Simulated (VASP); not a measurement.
# AlH7 (Pm-3m) in VASP: relaxation of cell and atoms with PBE

Aim: the relaxation of cell and atoms of AlH7 with PBE.

Program: VASP 6.6.1. These are calculated values, not measurements. Logs are shortened: lines on timing, memory, paths and dates and some standing lists are left out, and cuts for length are marked.

## (1) The cell of the first run

It takes space group Pm-3m (No. 221, cubic). Conventional cell: a = 4.258 Å, b = 4.258 Å, c = 4.258 Å, α = 90.00°, β = 90.00°, γ = 90.00°. Within 2.2 Å of Al (site symmetry m-3m) lie 6 H at 1.65 Å. H (site symmetry 4mm) has 1 H at 0.96 Å within 1.3 Å. Within 4.0 Å of H (site symmetry m-3m) lie 24 H at 3.05 Å and 8 Al at 3.69 Å.

The cell was generated, and may not be a known phase.

## (2) Relaxation of cell and atoms, PBE

Input file INCAR:

```
SYSTEM = AlH7
PREC     = Accurate       ! precision mode
ENCUT    = 500            ! plane-wave cutoff, eV
EDIFF    = 1E-7           ! SCF threshold, eV
ISMEAR   = 0              ! smearing method
SIGMA    = 0.2            ! smearing width, eV
LREAL    = .False.        ! projectors in reciprocal space
LASPH    = .True.         ! aspherical terms in the spheres
NELM     = 120            ! most SCF steps
ALGO     = Normal         ! electronic algorithm
ISIF     = 3              ! what is computed and relaxed
LWAVE    = .False.        ! write WAVECAR
LCHARG   = .False.        ! write CHGCAR
GGA      = PE             ! functional
IBRION   = 2              ! ionic algorithm
NSW      = 36             ! ionic steps
EDIFFG   = -0.08          ! ionic threshold
GGA_COMPAT= .False.      
NELMIN   = 4
```

Input file KPOINTS:

```
regular mesh
0
Gamma
  4 4 4
  0 0 0
```

Input file POSCAR:

```
AlH7
1.0
    4.2578633200      0.0000000000      0.0000000000
    0.0000000000      4.2578633200      0.0000000000
    0.0000000000      0.0000000000      4.2578633200
Al H
1 7
Direct
    0.5000000000      0.5000000000      0.5000000000
    0.1129100400      0.5000000000      0.5000000000
    0.8870899600      0.5000000000      0.5000000000
    0.5000000000      0.1129100400      0.5000000000
    0.5000000000      0.8870899600      0.5000000000
    0.5000000000      0.5000000000      0.1129100400
    0.5000000000      0.5000000000      0.8870899600
    0.0000000000      0.0000000000      0.0000000000
```

Potentials or basis: VASP PAW PBE potentials, release 64 (Al, H).

Command:

```bash
$ cat potpaw_PBE.64/Al/POTCAR potpaw_PBE.64/H/POTCAR > POTCAR
$ mpirun -np 1 vasp_std > vasp.out
```

OUTCAR:

```text
SYSTEM = AlH7
   PREC = Accurate
   ENCUT = 500
   EDIFF = 1E-7
   ISMEAR = 0
   LREAL = .False.
   LASPH = .True.
   NELM = 120
   ISIF = 3
   GGA = PE
   IBRION = 2
   NSW = 36
   EDIFFG = -0.08
   NELMIN = 4

 ion  position               nearest neighbor table
   1  0.500  0.500  0.500-   2 1.65   3 1.65   4 1.65   5 1.65   6 1.65   7 1.65
   2  0.113  0.500  0.500-   1 1.65
   3  0.887  0.500  0.500-   1 1.65
   4  0.500  0.113  0.500-   1 1.65
   5  0.500  0.887  0.500-   1 1.65
   6  0.500  0.500  0.113-   1 1.65
   7  0.500  0.500  0.887-   1 1.65
   8  0.000  0.000  0.000-

  LATTYP: Found a simple cubic cell.
 ALAT       =     4.2578633200

  Lattice vectors:

 A1 = (   4.2578633200,   0.0000000000,   0.0000000000)
 A2 = (   0.0000000000,   4.2578633200,   0.0000000000)
 A3 = (   0.0000000000,   0.0000000000,   4.2578633200)

Analysis of symmetry for initial positions (statically):
=====================================================================
 Subroutine PRICEL returns:
 Original cell was already a primitive cell.

 Routine SETGRP: Setting up the symmetry group for a
 simple cubic supercell.

 Subroutine GETGRP returns: Found 48 space group operations
 (whereof 48 operations were pure point group operations)
 out of a pool of 48 trial point group operations.

The static configuration has the point symmetry O_h .

Analysis of symmetry for dynamics (positions and initial velocities):
=====================================================================
 Subroutine PRICEL returns:
 Original cell was already a primitive cell.

 Routine SETGRP: Setting up the symmetry group for a
 simple cubic supercell.

 Subroutine GETGRP returns: Found 48 space group operations
 (whereof 48 operations were pure point group operations)
 out of a pool of 48 trial point group operations.

The dynamic configuration has the point symmetry O_h .

 Subroutine INISYM returns: Found 48 space group operations
 (whereof 48 operations are pure point group operations),
 and found     1 'primitive' translations

----------------------------------------------------------------------------------------

                                     Primitive cell

  volume of cell :      77.1925

  direct lattice vectors                    reciprocal lattice vectors
     4.257863320  0.000000000  0.000000000     0.234859582  0.000000000  0.000000000
     0.000000000  4.257863320  0.000000000     0.000000000  0.234859582  0.000000000
     0.000000000  0.000000000  4.257863320     0.000000000  0.000000000  0.234859582

  length of vectors
     4.257863320  4.257863320  4.257863320     0.234859582  0.234859582  0.234859582

  position of ions in fractional coordinates (direct lattice)
     0.500000000  0.500000000  0.500000000
     0.112910040  0.500000000  0.500000000
     0.887089960  0.500000000  0.500000000
     0.500000000  0.112910040  0.500000000
     0.500000000  0.887089960  0.500000000
     0.500000000  0.500000000  0.112910040
     0.500000000  0.500000000  0.887089960
     0.000000000  0.000000000  0.000000000

  ion indices of the primitive-cell ions
   primitive index   ion index
                 1           1
                 2           2
                 3           3
                 4           4
                 5           5
                 6           6
                 7           7
                 8           8

----------------------------------------------------------------------------------------

 KPOINTS: regular mesh

Automatic generation of k-mesh.
 Grid dimensions read from file:
 generate k-points for:    4    4    4

 Generating k-lattice:

  Cartesian coordinates                     Fractional coordinates (reciprocal lattice)
     0.058714896  0.000000000  0.000000000     0.250000000  0.000000000  0.000000000
     0.000000000  0.058714896  0.000000000     0.000000000  0.250000000  0.000000000
     0.000000000  0.000000000  0.058714896     0.000000000  0.000000000  0.250000000

  Length of vectors
     0.058714896  0.058714896  0.058714896

  Shift w.r.t. Gamma in fractional coordinates (k-lattice)
     0.000000000  0.000000000  0.000000000

 Subroutine IBZKPT returns following result:
 ===========================================

 Found     10 irreducible k-points:

 Following reciprocal coordinates:
            Coordinates               Weight
  0.000000  0.000000  0.000000      1.000000
  0.250000  0.000000  0.000000      6.000000
  0.500000  0.000000  0.000000      3.000000
  0.250000  0.250000  0.000000     12.000000
  0.500000  0.250000  0.000000     12.000000
  0.500000  0.500000  0.000000      3.000000
  0.250000  0.250000  0.250000      8.000000
  0.500000  0.250000  0.250000     12.000000
  0.500000  0.500000  0.250000      6.000000
  0.500000  0.500000  0.500000      1.000000
   k-points           NKPTS =     10   k-points in BZ     NKDIM =     10   number of bands    NBANDS=     10
   number of dos      NEDOS =    301   number of ions     NIONS =      8
   total plane-waves  NPLWV =  32768
   dimension x,y,z NGX =    32 NGY =   32 NGZ =   32
   dimension x,y,z NGXF=    64 NGYF=   64 NGZF=   64
   ions per type =               1   7
   NGX,Y,Z   is equivalent  to a cutoff of  12.49, 12.49, 12.49 a.u.
   NGXF,Y,Z  is equivalent  to a cutoff of  24.99, 24.99, 24.99 a.u.
 SYSTEM =  AlH7
   PREC   = accura    normal or accurate (medium, high low for compatibility)
   ISTART =      0    job   : 0-new  1-cont  2-samecut
   ICHARG =      2    charge: 1-file 2-atom 10-const
   ISPIN  =      1    spin polarized calculation?
   LNONCOLLINEAR =      F non collinear calculations
   LSORBIT =      F    spin-orbit coupling
   LASPH  =      T    aspherical Exc in radial PAW
   ENCUT  =  500.0 eV  36.75 Ry    6.06 a.u.   7.76  7.76  7.76*2*pi/ulx,y,z
   NELM   =    120;   NELMIN=  4; NELMDL= -5     # of ELM steps
   EDIFF  = 0.1E-06   stopping-criterion for ELM
   LREAL  =      F    real-space projection
   EDIFFG = -.8E-01   stopping-criterion for IOM
   NSW    =     36    number of steps for IOM
   IBRION =      2    ionic relax: 0-MD 1-quasi-New 2-CG
   NFREE  =      1    steps in history (QN), initial steepest desc. (CG)
   ISIF   =      3    stress and relaxation
   ISYM   =      2    0-nonsym 1-usesym 2-fastsym
   POTIM  = 0.5000    time-step for ionic-motion
   TEBEG  =    0.0;   TEEND  =   0.0 temperature during run
   PSTRESS=    0.0 pullay stress
   NELECT =      10.0000    total number of electrons
   NUPDOWN=      -1.0000    fix difference up-down
   EMIN   =  10.00;   EMAX   =-10.00  energy-range for DOS
   EFERMI =   0.00;   METHOD = LEGACY
   ISMEAR =     0;   SIGMA  =   0.20  broadening in eV -4-tet -1-fermi 0-gaus
   EFERMI_NEDOS =   21; number of points for ismear=-14 and -15
   IALGO  =     38    algorithm
   IMIX   =      4    mixing-type and parameters
     AMIX     =   0.40;   BMIX     =  1.00
     AMIX_MAG =   1.60;   BMIX_MAG =  1.00
  volume/ion in A,a.u.               =       9.65        65.12
  Fermi-wavevector in a.u.,A,eV,Ry     =   0.828355  1.565364  9.335935  0.686172
  Thomas-Fermi vector in A             =   1.940717
   LORBIT       =      0    0 simple, 1 ext, 2 COOP (PROOUT), +10 PAW based schemes
   GGA     = PE    functional components
   LHFCALC =     F    Hartree Fock is set to
   AEXX    =    0.0000 exact exchange contribution
   IVDW    =     0    specifies the selected vdW correction
   LEPSILON=     F    determine dielectric tensor
   LRPA    =     F    only Hartree local field effects (RPA)
 conjugate gradient relaxation of ions
 non-spin polarized calculation
 Gauss-broadening in eV      SIGMA  =   0.20
  energy-cutoff  :      500.00
  volume of cell :       77.19
 maximum number of plane-waves:      1984
 NGX is ok and might be reduce to    32
   NGX = 15   NGY = 15   NGZ = 15

--------------------------------------- Ionic step        1  -------------------------------------------

 number of electron      10.0000000 magnetization

 number of electron       9.9999993 magnetization

 Free energy of the ion-electron system (eV)
  ---------------------------------------------------
  ext. energy  EPLUGINS =         0.00000000
  ---------------------------------------------------
  free energy    TOTEN  =       -21.00280911 eV

  energy without entropy =      -20.88931438  energy(sigma->0) =      -20.94606175

------------------------ aborting loop because EDIFF is reached ----------------------------------------

  FORCE on cell =-STRESS in cart. coord.  units (eV):
  Direction    XX          YY          ZZ          XY          YZ          ZX
  --------------------------------------------------------------------------------------
  -------------------------------------------------------------------------------------
  Total        3.7744041      3.7744041      3.7744041     -0.0000000      0.0000000     -0.0000000
  in kB       78.3400464     78.3400464     78.3400464     -0.0000000      0.0000000     -0.0000000
  external PRESSURE =      78.3400464 kB  Pullay stress =       0.0000000 kB

 VOLUME and BASIS-vectors are now :
 -----------------------------------------------------------------------------
  energy-cutoff  :      500.00
  volume of cell :       77.19
      direct lattice vectors                 reciprocal lattice vectors
     4.257863320  0.000000000  0.000000000     0.234859582  0.000000000  0.000000000
     0.000000000  4.257863320  0.000000000     0.000000000  0.234859582  0.000000000
     0.000000000  0.000000000  4.257863320     0.000000000  0.000000000  0.234859582
[... 211 lines left out ...]
 POSITION                                       TOTAL-FORCE (eV/Angst)
 -----------------------------------------------------------------------------------
      2.31739      2.31739      2.31739         0.000000     -0.000000      0.000000
      0.43433      2.31739      2.31739        -0.529662     -0.000000      0.000000
      4.20044      2.31739      2.31739         0.529662     -0.000000     -0.000000
      2.31739      0.43433      2.31739         0.000000     -0.529662      0.000000
      2.31739      4.20044      2.31739         0.000000      0.529662     -0.000000
      2.31739      2.31739      0.43433         0.000000     -0.000000     -0.529662
      2.31739      2.31739      4.20044         0.000000     -0.000000      0.529662
      0.00000      4.63477     -0.00000         0.000000     -0.000000      0.000000
 -----------------------------------------------------------------------------------
    total drift:                                0.000000     -0.000000      0.000000

  FREE ENERGIE OF THE ION-ELECTRON SYSTEM (eV)
  ---------------------------------------------------
  free  energy   TOTEN  =       -21.9376344896 eV

  energy  without entropy=      -21.7967181326  energy(sigma->0) =      -21.86717631

--------------------------------------- Ionic step        7  -------------------------------------------

 number of electron      10.0000001 magnetization

 Free energy of the ion-electron system (eV)
  ---------------------------------------------------
  ext. energy  EPLUGINS =         0.00000000
  ---------------------------------------------------
  free energy    TOTEN  =       -21.99634237 eV

  energy without entropy =      -21.85318658  energy(sigma->0) =      -21.92476448

 E-fermi :  -1.4203     XC(G=0):  -6.2311

 val. band max:       -1.4568281509   @ k =   0.2500   0.0000   0.0000
 cond. band min:      -1.3669693238   @ k =   0.2500   0.2500   0.0000
 fundamental gap:      0.0898588271
 Fermi energy:        -1.4203124251

 k-point     1 :       0.0000    0.0000    0.0000
  band No.  band energies     occupation
      1     -10.9755      2.00000
      2      -8.2422      2.00000
      3      -8.2422      2.00000
      4      -1.5515      1.64638
      5      -1.5515      1.64638
      6      -1.5515      1.64638
      7      -1.4729      1.29018
      8       0.2267      0.00000
      9       6.9370      0.00000
     10       6.9370      0.00000

 k-point     2 :       0.2500    0.0000    0.0000
  band No.  band energies     occupation
      1     -10.7443      2.00000
      2      -8.6224      2.00000
      3      -8.2328      2.00000
      4      -2.2847      2.00000
      5      -1.4568      1.20375
      6      -1.4568      1.20375
      7      -1.3342      0.54240
      8       1.7227      0.00000
      9       5.5482      0.00000
     10       5.5482      0.00000
[... 124 lines left out ...]
 POSITION                                       TOTAL-FORCE (eV/Angst)
 -----------------------------------------------------------------------------------
      2.36253      2.36253      2.36253        -0.000000     -0.000000     -0.000000
      0.41046      2.36253      2.36253         0.043111     -0.000000     -0.000000
      4.31460      2.36253      2.36253        -0.043111     -0.000000      0.000000
      2.36253      0.41046      2.36253         0.000000      0.043111     -0.000000
      2.36253      4.31460      2.36253        -0.000000     -0.043111      0.000000
      2.36253      2.36253      0.41046        -0.000000     -0.000000      0.043111
      2.36253      2.36253      4.31460         0.000000     -0.000000     -0.043111
      0.00000      0.00000     -0.00000        -0.000000     -0.000000      0.000000
 -----------------------------------------------------------------------------------
    total drift:                                0.000000     -0.000000      0.000000

  FREE ENERGIE OF THE ION-ELECTRON SYSTEM (eV)
  ---------------------------------------------------
  free  energy   TOTEN  =       -21.9963423728 eV

  energy  without entropy=      -21.8531865802  energy(sigma->0) =      -21.92476448

 reached required accuracy - stopping structural energy minimisation
```

It took 90 s on 1 thread of Intel Xeon 8259CL, shared host; peak memory 0.14 GiB.

What came out:

* Free energy: -21.9963 eV
* Relaxed volume: 13.19 Å³/atom
* Relaxed cell: a = 4.725 Å, b = 4.725 Å, c = 4.725 Å, α = 90.00°, β = 90.00°, γ = 90.00°
* Space group after relaxing (to 0.1 Å): Pm-3m (No. 221)
* Energy gained by relaxing: 124.2 meV/atom
* Ionic steps: 7
* Pressure after relaxing: 0.4 GPa
* Largest force after relaxing: 0.043 eV/Å
* Band gap on the k mesh: zero (bands 5 and 6 overlap by 0.27 eV)

Forces on the atoms (eV/Å):
```
Al   0.000  0.000  0.000
H    0.043  0.000  0.000
H   -0.043  0.000  0.000
H    0.000  0.043  0.000
H    0.000 -0.043  0.000
H    0.000  0.000  0.043
H    0.000  0.000 -0.043
H    0.000  0.000  0.000
```

The path:
| step | energy change (eV) | largest force (eV/Å) | pressure (GPa) | volume (Å³) |
| --- | --- | --- | --- | --- |
| 1 | 0.0000 | 1.7809 | 7.83 | 77.19 |
| 2 | -0.6308 | 0.3502 | 6.26 | 82.58 |
| 3 | -0.6312 | 0.4412 | 6.33 | 82.76 |
| 4 | -0.8268 | 0.0207 | 3.54 | 89.06 |
| 5 | -0.9338 | 0.4807 | 0.48 | 98.52 |
| 6 | -0.9348 | 0.5297 | 0.21 | 99.56 |
| 7 | -0.9935 | 0.0431 | 0.39 | 105.49 |

Final structure:
```yaml
crystal:
  lattice:
    - [4.72507, 0.00000, 0.00000]
    - [0.00000, 4.72507, 0.00000]
    - [0.00000, 0.00000, 4.72507]
  atoms:
    - { symbol: Al, position: [0.50000, 0.50000, 0.50000] }
    - { symbol: H, position: [0.08687, 0.50000, 0.50000] }
    - { symbol: H, position: [0.91313, 0.50000, 0.50000] }
    - { symbol: H, position: [0.50000, 0.08687, 0.50000] }
    - { symbol: H, position: [0.50000, 0.91313, 0.50000] }
    - { symbol: H, position: [0.50000, 0.50000, 0.08687] }
    - { symbol: H, position: [0.50000, 0.50000, 0.91313] }
    - { symbol: H, position: [0.00000, 0.00000, 0.00000] }
```

Caveat: the k points lie up to 0.33 Å⁻¹ apart in the final cell; the volume moved by over 15 % at a fixed basis, so the end points are rough; the relaxation stopped at a loose force limit of 0.08 eV/Å, so its end isn't a converged minimum.

The gap in the log of VASP goes by the Fermi energy; the results here count the filled bands.